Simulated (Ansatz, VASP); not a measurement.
## Two plane-wave programs on HfN

```
CELL_PARAMETERS angstrom
0.00000 2.45482 2.63893
2.45482 0.00000 2.63893
2.45482 2.45482 0.00000
ATOMIC_POSITIONS crystal
Hf 0.00000 0.00000 0.00000
N 0.75000 0.75000 0.75000
```

Change from the starting cell: strain +0.0750 x Voigt [0, 0, 1, 0, 0, 0], atoms carried along.

Alike in both runs: task single point; functional PBEsol; k mesh 16 × 16 × 16; occupations gaussian, width 0.15 eV; no spin polarisation.

|  | VASP | Ansatz |
| --- | --- | --- |
| version | VASP 6.6.1 | Ansatz 0.2.0 |
| potentials or method | VASP PAW PBE potentials, release 64 (Hf_pv, N), cutoff 520 eV | scalar-relativistic, plane waves, PAW |
| valence electrons in the cell | 15 | 31 |

Ansatz gave:

```
gap on the k mesh at the Fermi level (eV)                     : none
pressure (GPa)                                                : -16.5
traceless stress, the component that is largest in VASP (GPa) : -7.82
```

Problem. Which values does VASP return?

Solution. gap on the k mesh at the Fermi level (eV): none; pressure (GPa): -17.5; traceless stress, the component that is largest in VASP (GPa): -7.86.

VASP's potentials were made for PBE, not for PBEsol. A gap of «none» marks a metal or a gap that the smearing closes. The functional is the same, so the differences come from potentials, cutoffs and numerics. VASP's potentials hold 15 valence electrons a cell and Ansatz's 31, so a difference there can come from the potentials and not from the codes.

Neither program's run includes spin-orbit coupling.
